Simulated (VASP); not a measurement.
# Nb (P6_3/mmc) in VASP: further runs, part 2 of 2

VASP 6.6.1.

## Step 3: Relaxation of cell and atoms, PBEsol

This run uses another cell than the first one, of 19.54 Å³/atom, 1.082 times its volume.

INCAR

```
SYSTEM = Nb
  ALGO = Normal
  EDIFF = 1E-6
  EDIFFG = -0.04
  ENCUT = 600
  GGA = PS
  IBRION = 2
  ISIF = 3
  ISMEAR = 0
  LASPH = .TRUE.
  LCHARG = .FALSE.
  LREAL = .FALSE.
  LWAVE = .FALSE.
  NELM = 60
  NSW = 90
  PREC = Accurate
  SIGMA = 0.1
```

KPOINTS

```
k-points
0
G
  6 6 2
  0 0 0
```

POSCAR

```
Nb
1.0
    3.0357324363      0.0000000000      0.0000000000
   -1.5178662181      2.6290214089      0.0000000000
    0.0000000000      0.0000000000      9.7908362781
Nb
4
Direct
    0.0000000000      0.0000000000      0.0000000000
    0.0000000000      0.0000000000      0.5000000000
    0.3333333333      0.6666666667      0.7500000000
    0.6666666667      0.3333333333      0.2500000000
```

Potentials or basis: VASP PAW PBE potentials, release 64 (Nb_sv).

On the command line:

```bash
cat potpaw_PBE.64/Nb_sv/POTCAR > POTCAR
mpirun -np 1 vasp_std > vasp.out
```

OUTCAR:

```text
SYSTEM = Nb
   EDIFF = 1E-6
   EDIFFG = -0.04
   ENCUT = 600
   GGA = PS
   IBRION = 2
   ISIF = 3
   ISMEAR = 0
   LASPH = .TRUE.
   LREAL = .FALSE.
   NELM = 60
   NSW = 90
   PREC = Accurate

 ion  position               nearest neighbor table
   1  0.000  0.000  0.000-   3 3.01   4 3.01   3 3.01   4 3.01   4 3.01   3 3.01
   2  0.000  0.000  0.500-   3 3.01   4 3.01   3 3.01   4 3.01   4 3.01   3 3.01
   3  0.333  0.667  0.750-   1 3.01   2 3.01   1 3.01   2 3.01   1 3.01   2 3.01
   4  0.667  0.333  0.250-   1 3.01   2 3.01   1 3.01   2 3.01   1 3.01   2 3.01

  LATTYP: Found a hexagonal cell.
 ALAT       =     3.0357324363
 C/A-ratio  =     3.2251973728

  Lattice vectors:

 A1 = (   3.0357324363,   0.0000000000,   0.0000000000)
 A2 = (  -1.5178662181,   2.6290214089,   0.0000000000)
 A3 = (   0.0000000000,   0.0000000000,   9.7908362781)

[... 279 lines left out ...]

  energy  without entropy=      -42.3909267350  energy(sigma->0) =      -42.40767043

[... ionic steps 4 to 9 ...]

--------------------------------------- Ionic step       10  -------------------------------------------

 number of electron      52.0000004 magnetization

------------------------ aborting loop because EDIFF is reached ----------------------------------------
[... 71 lines left out ...]
--------------------------------------- Ionic step       12  -------------------------------------------

 number of electron      52.0000004 magnetization

 Free energy of the ion-electron system (eV)
  ---------------------------------------------------
  ext. energy  EPLUGINS =         0.00000000
  ---------------------------------------------------
  free energy    TOTEN  =       -42.66154183 eV

  energy without entropy =      -42.63687930  energy(sigma->0) =      -42.64921057

 E-fermi :  11.5678     XC(G=0): -12.6480

 val. band max:       11.5658287906   @ k =   0.3333   0.1667   0.0000
 cond. band min:      11.6294982706   @ k =   0.5000  -0.0000   0.0000
 fundamental gap:      0.0636694800
 Fermi energy:        11.5678211847

 k-point     1 :       0.0000    0.0000    0.0000
  band No.  band energies     occupation
      1     -43.0783      2.00000
      2     -43.0333      2.00000
      3     -42.9772      2.00000
      4     -42.9311      2.00000
      5     -19.6454      2.00000
      6     -19.1817      2.00000
[... 496 lines left out ...]
  FREE ENERGIE OF THE ION-ELECTRON SYSTEM (eV)
  ---------------------------------------------------
  free  energy   TOTEN  =       -42.6615418311 eV

  energy  without entropy=      -42.6368793018  energy(sigma->0) =      -42.64921057

 reached required accuracy - stopping structural energy minimisation
```

Wall time 2.9 min (1 thread of Intel Xeon 6975P-C (Granite Rapids), shared host); peak memory 0.21 GiB.

Results:

```yaml
Free_energy: -42.6615 eV
Relaxed_volume: 17.86 Å³/atom
Relaxed_cell: a = 2.806 Å, b = 2.806 Å, c = 10.481 Å, α = 90.00°, β = 90.00°, γ = 120.00°
Space_group_after_relaxing_to_0.05_Å: P6_3/mmc (No. 194)
Energy_gained_by_relaxing: 121.9 meV/atom
Ionic_steps: 12
Pressure_after_relaxing: 0.0 GPa
Band_gap_on_the_k_mesh: zero (band 26 reaches 12.59 eV, above the bottom of band 27 at 11.06 eV)
```

Step by step:
| step | energy change (eV) | largest force (eV/Å) | pressure (GPa) | volume (Å³) |
| --- | --- | --- | --- | --- |
| 1 | 0.0000 | 0.0000 | -11.99 | 78.14 |
| 2 | 0.5280 | 0.0000 | 30.68 | 62.73 |
| 3 | -0.2506 | 0.0000 | -0.16 | 72.24 |
| 4 | -0.2511 | 0.0000 | 0.37 | 72.02 |
| 5 | -0.2955 | 0.0000 | 0.28 | 71.92 |
| 6 | -0.4572 | 0.0000 | -0.12 | 71.43 |
| 7 | 0.0969 | 0.0000 | 10.86 | 69.59 |
| 8 | -0.4853 | 0.0000 | 0.49 | 71.21 |
| 9 | -0.4869 | 0.0000 | 0.82 | 71.12 |
| 10 | -0.4870 | 0.0000 | 0.72 | 71.15 |
| 11 | -0.4800 | 0.0000 | -2.39 | 72.49 |
| 12 | -0.4877 | 0.0000 | -0.03 | 71.46 |

Final structure:
```xyz
4
Lattice="2.8058 0.0000 0.0000 -1.4029 2.4299 0.0000 0.0000 0.0000 10.4810" Properties=species:S:1:pos:R:3 pbc="T T T"
Nb    0.0000    0.0000    0.0000
Nb    0.0000    0.0000    5.2405
Nb    0.0000    1.6199    7.8607
Nb    1.4029    0.8100    2.6202
```

Caveat: the k points lie up to 0.43 Å⁻¹ apart in the final cell; the PAW data sets were made with another functional, which shifts forces and pressure a little.

## Step 4: Relaxation of cell and atoms, PBEsol

This run uses another cell than the first one, of 17.90 Å³/atom, 0.992 times its volume.

INCAR

```
SYSTEM = Nb
PREC = Accurate ; ENCUT = 600
EDIFF = 1E-7 ; ISMEAR = 0
SIGMA = 0.1 ; LREAL = .FALSE.
LASPH = .TRUE. ; NELM = 80
ALGO = Fast ; ISIF = 3
LWAVE = .FALSE. ; LCHARG = .FALSE.
GGA = PS ; IBRION = 2
NSW = 90 ; EDIFFG = -0.04
```

KPOINTS

```
Automatic mesh
0
G
  9 9 2
  0 0 0
```

POSCAR

```
Nb
1.0
    2.8052217306      0.0000000000      0.0000000000
   -1.4026108653      2.4293932820      0.0000000000
    0.0000000000      0.0000000000     10.5070719009
Nb
4
Direct
    0.0000000000      0.0000000000      0.0000000000
    0.0000000000      0.0000000000      0.5000000000
    0.3333333333      0.6666666667      0.7500000000
    0.6666666667      0.3333333333      0.2500000000
```

On the command line:

```bash
cat potpaw_PBE.64/Nb_sv/POTCAR > POTCAR
mpirun -np 1 vasp_std > vasp.out
```

Run time: 4.9 min. Hardware: 1 thread of Intel Xeon 6975P-C (Granite Rapids), shared host; peak memory 0.24 GiB.

The run converged. Its results:

```yaml
Free_energy: -42.6203 eV
Relaxed_volume: 18.01 Å³/atom
Relaxed_cell: a = 2.818 Å, b = 2.818 Å, c = 10.479 Å, α = 90.00°, β = 90.00°, γ = 120.00°
Space_group_after_relaxing_to_0.05_Å: P6_3/mmc (No. 194)
Energy_gained_by_relaxing: 0.8 meV/atom
Ionic_steps: 4
Pressure_after_relaxing: 0.0 GPa
Band_gap_on_the_k_mesh: zero (band 26 reaches 12.29 eV, above the bottom of band 27 at 10.94 eV)
```

The path:
| step | energy change (eV) | largest force (eV/Å) | pressure (GPa) | volume (Å³) |
| --- | --- | --- | --- | --- |
| 1 | 0.0000 | 0.0000 | 1.23 | 71.61 |
| 2 | 0.0040 | 0.0000 | -2.30 | 73.04 |
| 3 | -0.0027 | 0.0000 | -0.21 | 72.15 |
| 4 | -0.0032 | 0.0000 | 0.03 | 72.05 |

Final structure:
```
Nb
1.0
     2.81769    0.00000    0.00000
    -1.40885    2.44019    0.00000
     0.00000    0.00000   10.47942
Nb
4
Direct
  0.00000 0.00000 0.00000
  0.00000 0.00000 0.50000
  0.33333 0.66667 0.75000
  0.66667 0.33333 0.25000
```

Levels at points of the mesh, in eV from the Fermi level:
```tsv
k point	band 23	band 24	band 25	band 26	band 27	band 28	band 29	band 30
(0.00, 0.00, 0.00)	-1.21	0.25	0.25	0.38	0.38	0.38	0.53	0.53
(0.00, 0.00, 0.50)	-0.49	-0.49	0.32	0.32	0.32	0.33	0.58	0.58
```

Caveat: the PAW data sets were made with another functional, which shifts forces and pressure a little.

## Step 5: Relaxation of cell and atoms, PBEsol

This run uses another cell than the first one: it holds 2 atoms, not 4.

INCAR

```
SYSTEM = Nb
PREC = Accurate
ENCUT = 500
EDIFF = 1E-7
ISMEAR = 0
SIGMA = 0.1
LREAL = .False.
LASPH = .True.
NELM = 120
ALGO = Normal
ISIF = 3
LWAVE = .False.
LCHARG = .False.
GGA = PS
IBRION = 2
NSW = 100
EDIFFG = -0.01
GGA_COMPAT = .False.
NELMIN = 4
```

KPOINTS

```
Automatic mesh
0
Gamma
  24 24 10
  0 0 0
```

POSCAR

```
Nb
1.0
    2.8143401522      0.0000000000      0.0000000000
   -1.4071700761      2.4372900667      0.0000000000
    0.0000000000      0.0000000000      5.2588864233
Nb
2
Direct
    0.3333333333      0.6666666667      0.2500000000
    0.6666666667      0.3333333333      0.7500000000
```

On the command line:

```bash
cat potpaw_PBE.64/Nb_sv/POTCAR > POTCAR
mpirun -np 1 vasp_std > vasp.out
```

It took 2.6 min on 1 thread of Intel Xeon 6975P-C (Granite Rapids), shared host; peak memory 0.3 GiB.

It converged, with:

```yaml
Free_energy: -21.2900 eV
Relaxed_volume: 17.99 Å³/atom
Relaxed_cell: a = 2.832 Å, b = 2.832 Å, c = 5.181 Å, α = 90.00°, β = 90.00°, γ = 120.00°
Space_group_after_relaxing_to_0.05_Å: P6_3/mmc (No. 194)
Energy_gained_by_relaxing: 3.0 meV/atom
Ionic_steps: 3
Pressure_after_relaxing: 0.0 GPa
Band_gap_on_the_k_mesh: zero (band 13 reaches 13.61 eV, above the bottom of band 14 at 10.55 eV)
```

Step by step:
```
step  energy change (eV)  largest force (eV/Å)  pressure (GPa)  volume (Å³)
   1              0.0000                0.0000           -0.13        36.07
   2             -0.0060                0.0000            0.00        35.99
   3             -0.0060                0.0000            0.01        35.99
```

Final structure:
```
Nb
1.0
     2.83203    0.00000    0.00000
    -1.41602    2.45261    0.00000
     0.00000    0.00000    5.18133
Nb
2
Direct
  0.33333 0.66667 0.25000
  0.66667 0.33333 0.75000
```

Levels at points of the mesh, in eV from the Fermi level:
```csv
k point,band 11,band 12,band 13,band 14,band 15,band 16
"(0.00, 0.00, 0.00)",-1.06,0.31,0.31,0.52,0.77,0.77
"(0.50, 0.00, 0.00)",-3.43,-0.59,0.34,0.38,0.72,4.64
"(0.00, 0.00, 0.50)",-1.30,-1.30,0.37,0.37,0.37,0.37
"(0.50, 0.00, 0.50)",-2.53,-2.53,2.19,2.19,2.27,2.27
```

Caveat: the PAW data sets were made with another functional, which shifts forces and pressure a little.

## Step 6: Overview

```csv
task,cell,k mesh,cutoff (eV),gap on the mesh (eV),pressure (GPa),relaxed volume (Å³/atom)
single point,"a = 2.818, b = 2.818, c = 10.494 Å, angles 90.0, 90.0, 120.0°, 4 atoms",9 × 9 × 2,520,none,-0.4,-
relaxation of cell and atoms,"relaxed from a = 3.036, b = 3.036, c = 9.791 Å, angles 90.0, 90.0, 120.0°, 4 atoms",6 × 6 × 2,600,none,0.0,17.86
relaxation of cell and atoms,"relaxed from a = 2.805, b = 2.805, c = 10.507 Å, angles 90.0, 90.0, 120.0°, 4 atoms",9 × 9 × 2,600,none,0.0,18.01
relaxation of cell and atoms,"relaxed from a = 2.814, b = 2.814, c = 5.259 Å, angles 90.0, 90.0, 120.0°, 2 atoms",24 × 24 × 10,500,none,0.0,17.99
```

Alike in all rows: level PBEsol; potentials or basis VASP PAW PBE potentials, release 64 (Nb_sv); no spin polarisation; smearing gaussian 0.1 eV.

Caveats: some runs use coarse meshes; the PAW data sets were made with another functional, which shifts forces and pressure a little.

Absolute energies hang on the potentials; compare differences alone.
